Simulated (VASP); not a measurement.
# SrRhN2 (P4/mmm) in VASP: single point with PBE

Aim: the single point of SrRhN2 with PBE.

Everything below comes from runs of VASP 6.6.1. Logs are shortened: lines on timing, memory, paths and dates and some standing lists are left out, and cuts for length are marked.

## (1) The cell of the first run

Symmetry: P4/mmm, No. 123, tetragonal system. The conventional cell has a = 3.899 Å, b = 3.899 Å, c = 3.846 Å, α = 90.00°, β = 90.00°, γ = 90.00°. Sr (site symmetry 4/mmm) has 8 N at 2.74 Å and 8 Rh at 3.36 Å within 3.6 Å. Within 2.6 Å of Rh (site symmetry 4/mmm) lie 4 N at 1.95 Å. N (site symmetry mmm) has 2 Rh at 1.95 Å within 2.6 Å.

## (2) Single point, PBE

File POSCAR:

```
SrRhN2
1.0
    3.8988583623      0.0000000000      0.0000000000
    0.0000000000      3.8988583623      0.0000000000
    0.0000000000      0.0000000000      3.8462132582
Sr Rh N
1 1 2
Direct
    0.5000000000      0.5000000000      0.5000000000
    0.0000000000      0.0000000000      0.0000000000
    0.5000000000      0.0000000000      0.0000000000
    0.0000000000      0.5000000000      0.0000000000
```

File INCAR.step1:

```
SYSTEM = SrRhN2
  PREC = Accurate
  ENCUT = 520
  EDIFF = 1E-6
  ISMEAR = 0
  SIGMA = 0.1
  LREAL = .False.
  LASPH = .True.
  NELM = 100
  ALGO = Normal
  ISIF = 2
  LWAVE = .False.
  LCHARG = .True.
  LMAXMIX = 4
  GGA = PE
  NBANDS = 26
```

File KPOINTS.step1:

```
Automatic mesh
0
Gamma
  12 12 12
  0 0 0
```

File INCAR.step2:

```
SYSTEM = SrRhN2
  PREC = Accurate
  ENCUT = 520
  EDIFF = 1E-6
  ISMEAR = -5
  SIGMA = 0.1
  LREAL = .False.
  LASPH = .True.
  NELM = 100
  ALGO = Normal
  ISIF = 2
  LWAVE = .False.
  LCHARG = .False.
  LMAXMIX = 4
  GGA = PE
  LORBIT = 10
  NBANDS = 26
  NEDOS = 1001
  ICHARG = 11
```

File KPOINTS.step2:

```
Automatic mesh
0
Gamma
  18 18 18
  0 0 0
```

Potentials or basis: VASP PAW PBE potentials, release 64 (Sr_sv, Rh_pv, N).

Command:

```sh
> cat potpaw_PBE.64/Sr_sv/POTCAR potpaw_PBE.64/Rh_pv/POTCAR potpaw_PBE.64/N/POTCAR > POTCAR
> cp INCAR.step1 INCAR
> cp KPOINTS.step1 KPOINTS
> mpirun -np 1 vasp_std > vasp.out
> cp INCAR.step2 INCAR
> cp KPOINTS.step2 KPOINTS
> mpirun -np 1 vasp_std > vasp.out
```

OUTCAR:

```text
SYSTEM = SrRhN2
   PREC = Accurate
   ENCUT = 520
   EDIFF = 1E-6
   ISMEAR = -5
   LREAL = .False.
   LASPH = .True.
   NELM = 100
   ISIF = 2
   GGA = PE
   LORBIT = 10
   ICHARG = 11

 ion  position               nearest neighbor table
   1  0.500  0.500  0.500-   3 2.74   4 2.74   3 2.74   4 2.74   3 2.74   3 2.74   4 2.74   4 2.74
                             2 3.36   2 3.36   2 3.36   2 3.36   2 3.36   2 3.36   2 3.36   2 3.36
   2  0.000  0.000  0.000-   3 1.95   4 1.95   4 1.95   3 1.95   1 3.36   1 3.36   1 3.36   1 3.36
                             1 3.36   1 3.36   1 3.36   1 3.36
   3  0.500  0.000  0.000-   2 1.95   2 1.95   1 2.74   1 2.74   1 2.74   1 2.74
   4  0.000  0.500  0.000-   2 1.95   2 1.95   1 2.74   1 2.74   1 2.74   1 2.74

  LATTYP: Found a simple tetragonal cell.
 ALAT       =     3.8988583623
 C/A-ratio  =     0.9864973027

  Lattice vectors:

 A1 = (   3.8988583623,   0.0000000000,   0.0000000000)
 A2 = (   0.0000000000,   3.8988583623,   0.0000000000)
 A3 = (   0.0000000000,   0.0000000000,   3.8462132582)

Analysis of symmetry for initial positions (statically):
=====================================================================
 Subroutine PRICEL returns:
 Original cell was already a primitive cell.

 Routine SETGRP: Setting up the symmetry group for a
 simple tetragonal supercell.

 Subroutine GETGRP returns: Found 16 space group operations
 (whereof 16 operations were pure point group operations)
 out of a pool of 16 trial point group operations.

The static configuration has the point symmetry D_4h.

Analysis of symmetry for dynamics (positions and initial velocities):
=====================================================================
 Subroutine PRICEL returns:
 Original cell was already a primitive cell.

 Routine SETGRP: Setting up the symmetry group for a
 simple tetragonal supercell.

 Subroutine GETGRP returns: Found 16 space group operations
 (whereof 16 operations were pure point group operations)
 out of a pool of 16 trial point group operations.

The dynamic configuration has the point symmetry D_4h.

 Subroutine INISYM returns: Found 16 space group operations
 (whereof 16 operations are pure point group operations),
 and found     1 'primitive' translations

----------------------------------------------------------------------------------------

[... 106 lines left out ...]
   POTIM  = 0.5000    time-step for ionic-motion
   TEBEG  =    0.0;   TEEND  =   0.0 temperature during run
   PSTRESS=    0.0 pullay stress
   NELECT =      35.0000    total number of electrons
   NUPDOWN=      -1.0000    fix difference up-down
   EMIN   =  10.00;   EMAX   =-10.00  energy-range for DOS
   EFERMI =   0.00;   METHOD = LEGACY
   ISMEAR =    -5;   SIGMA  =   0.10  broadening in eV -4-tet -1-fermi 0-gaus
   EFERMI_NEDOS =   21; number of points for ismear=-14 and -15
   IALGO  =     38    algorithm
   IMIX   =      4    mixing-type and parameters
     AMIX     =   0.40;   BMIX     =  1.00
     AMIX_MAG =   1.60;   BMIX_MAG =  1.00
  volume/ion in A,a.u.               =      14.62        98.64
  Fermi-wavevector in a.u.,A,eV,Ry     =   1.379732  2.607316 25.900874  1.903661
  Thomas-Fermi vector in A             =   2.504674
   LORBIT       =     10    0 simple, 1 ext, 2 COOP (PROOUT), +10 PAW based schemes
   GGA     = PE    functional components
   LHFCALC =     F    Hartree Fock is set to
   AEXX    =    0.0000 exact exchange contribution
   IVDW    =     0    specifies the selected vdW correction
   LEPSILON=     F    determine dielectric tensor
   LRPA    =     F    only Hartree local field effects (RPA)
 non-spin polarized calculation
 Fermi weights with tetrahedron method with Bloechl corrections
  energy-cutoff  :      520.00
  volume of cell :       58.47
 maximum number of plane-waves:      1596
 NGX is ok and might be reduce to    30

 number of electron      35.0000006 magnetization

 Free energy of the ion-electron system (eV)
  ---------------------------------------------------
  ext. energy  EPLUGINS =         0.00000000
  ---------------------------------------------------
  free energy    TOTEN  =       -26.10473394 eV

  energy without entropy =      -26.10473394  energy(sigma->0) =      -26.10473394

 E-fermi :   5.4654     XC(G=0): -11.0774

 val. band max:        5.4760145180   @ k =   0.4444   0.3889   0.2778
 cond. band min:       5.4514698348   @ k =   0.3333   0.2778   0.0556
 fundamental gap:     -0.0245446832
 Fermi energy:         5.4654407605

 k-point     1 :       0.0000    0.0000    0.0000
  band No.  band energies     occupation
      1     -42.5037      2.00000
      2     -42.5037      2.00000
      3     -41.6473      2.00000
      4     -28.6371      2.00000
      5     -10.6714      2.00000
      6     -10.6714      2.00000
[... 685 lines left out ...]
     25      12.8008      0.00000
     26      13.4003      0.00000

 [... further k-points ...]

------------------------ aborting loop because EDIFF is reached ----------------------------------------

  FORCE on cell =-STRESS in cart. coord.  units (eV):
  Direction    XX          YY          ZZ          XY          YZ          ZX
  --------------------------------------------------------------------------------------
  -------------------------------------------------------------------------------------
  Total       -0.1703073     -0.1703073     -0.0948931      0.0000000      0.0000000      0.0000000
  in kB       -4.6669757     -4.6669757     -2.6003800      0.0000000      0.0000000      0.0000000
  external PRESSURE =      -3.9781105 kB  Pullay stress =       0.0000000 kB

 VOLUME and BASIS-vectors are now :
 -----------------------------------------------------------------------------
  energy-cutoff  :      520.00
  volume of cell :       58.47
      direct lattice vectors                 reciprocal lattice vectors
     3.898858362  0.000000000  0.000000000     0.256485337  0.000000000  0.000000000
     0.000000000  3.898858362  0.000000000     0.000000000  0.256485337  0.000000000
     0.000000000  0.000000000  3.846213258     0.000000000  0.000000000  0.259995984

 POSITION                                       TOTAL-FORCE (eV/Angst)
 -----------------------------------------------------------------------------------
      1.94943      1.94943      1.92311         0.000000      0.000000      0.000000
      0.00000      0.00000      0.00000         0.000000      0.000000      0.000000
      1.94943      0.00000      0.00000         0.000000      0.000000      0.000000
      0.00000      1.94943      0.00000         0.000000      0.000000      0.000000
 -----------------------------------------------------------------------------------
    total drift:                                0.000000     -0.000000      0.000000

  FREE ENERGIE OF THE ION-ELECTRON SYSTEM (eV)
  ---------------------------------------------------
  free  energy   TOTEN  =       -26.1047339367 eV

  energy  without entropy=      -26.1047339367  energy(sigma->0) =      -26.10473394

 total charge

# of ion       s       p       d       tot
------------------------------------------
    1        2.006   5.798   0.252   8.056
    2        0.466   6.425   6.955  13.845
    3        1.271   2.363   0.000   3.634
    4        1.271   2.363   0.000   3.634
--------------------------------------------------
tot          5.014  16.948   7.207  29.169
```

OUTCAR.step1:

```text
SYSTEM = SrRhN2
   PREC = Accurate
   ENCUT = 520
   EDIFF = 1E-6
   ISMEAR = 0
   LREAL = .False.
[... 929 lines left out ...]
      0.00000      0.00000      0.00000         0.000000      0.000000      0.000000
      1.94943      0.00000      0.00000         0.000000      0.000000      0.000000
      0.00000      1.94943      0.00000         0.000000      0.000000      0.000000
 -----------------------------------------------------------------------------------
    total drift:                               -0.000000     -0.000000      0.000000

  FREE ENERGIE OF THE ION-ELECTRON SYSTEM (eV)
  ---------------------------------------------------
  free  energy   TOTEN  =       -26.1073935744 eV

  energy  without entropy=      -26.0930111633  energy(sigma->0) =      -26.10020237
```

Run time: 6.3 min. Hardware: 1 thread of AMD EPYC 9R45 (Zen 5), shared host; peak memory 0.82 GiB.

Results:

* Valence electrons inside the program's atomic spheres: Sr 8.06; Rh 13.85; N 3.63

Levels at points of the mesh, in eV from the Fermi level:
```csv
k point,band 14,band 15,band 16,band 17,band 18,band 19,band 20,band 21
"(0.00, 0.00, 0.00)",-2.79,-2.79,-2.35,-1.33,-0.58,-0.58,0.02,2.69
"(0.50, 0.00, 0.00)",-2.71,-2.71,-2.67,-2.60,0.96,1.16,2.51,3.33
"(0.50, 0.50, 0.00)",-4.91,-3.04,0.16,0.30,0.82,0.82,6.02,7.30
"(0.00, 0.00, 0.50)",-2.91,-2.91,-2.63,-1.67,-0.79,-0.79,0.17,3.66
"(0.50, 0.00, 0.50)",-2.50,-2.36,-1.76,-1.63,0.51,0.56,3.18,4.03
"(0.50, 0.50, 0.50)",-4.73,-0.87,0.35,0.64,0.99,1.00,1.00,6.42
```

Caveat: tetrahedron occupations give inexact forces and stress in metals.
